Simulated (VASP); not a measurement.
A run of VASP 6.6.1 is set up as follows.

The input INCAR:

```
ALGO = Normal
EDIFF = 1E-6
ENCUT = 520
GGA = PE
ISIF = 2
ISMEAR = 0
LASPH = True
LCHARG = False
LREAL = False
LWAVE = False
NBANDS = 41
NELM = 80
PREC = Accurate
SIGMA = 0.02
```

KPOINTS

```
k-points
0
Gamma
  6 6 6
```

The input POSCAR:

```
AlGa3As4
1.0
    5.7404116102      0.0000000000      0.0000000000
    0.0000000000      5.7404116102      0.0000000000
    0.0000000000      0.0000000000      5.7404116102
Al Ga As
1 3 4
Direct
    0.5000000000      0.5000000000      0.5000000000
    0.5000000000      0.0000000000      0.0000000000
    0.0000000000      0.0000000000      0.5000000000
    0.0000000000      0.5000000000      0.0000000000
    0.7493164685      0.2506835315      0.7493164685
    0.7493164685      0.7493164685      0.2506835315
    0.2506835315      0.2506835315      0.2506835315
    0.2506835315      0.7493164685      0.7493164685
```

Potentials or basis: VASP PAW PBE potentials, release 64 (Al, Ga_d, As).

Run with:

```bash
$ cat potpaw_PBE.64/Al/POTCAR potpaw_PBE.64/Ga_d/POTCAR potpaw_PBE.64/As/POTCAR > POTCAR
$ mpirun -np 1 vasp_std > vasp.out
```

(1) What does it give for the pressure?

(2) Predict the band gap on the k mesh.

Answers

(1) 0.2 GPa.

(2) 0.55 eV.

Caveat: semilocal functionals underestimate gaps, and a narrow one can read as zero.
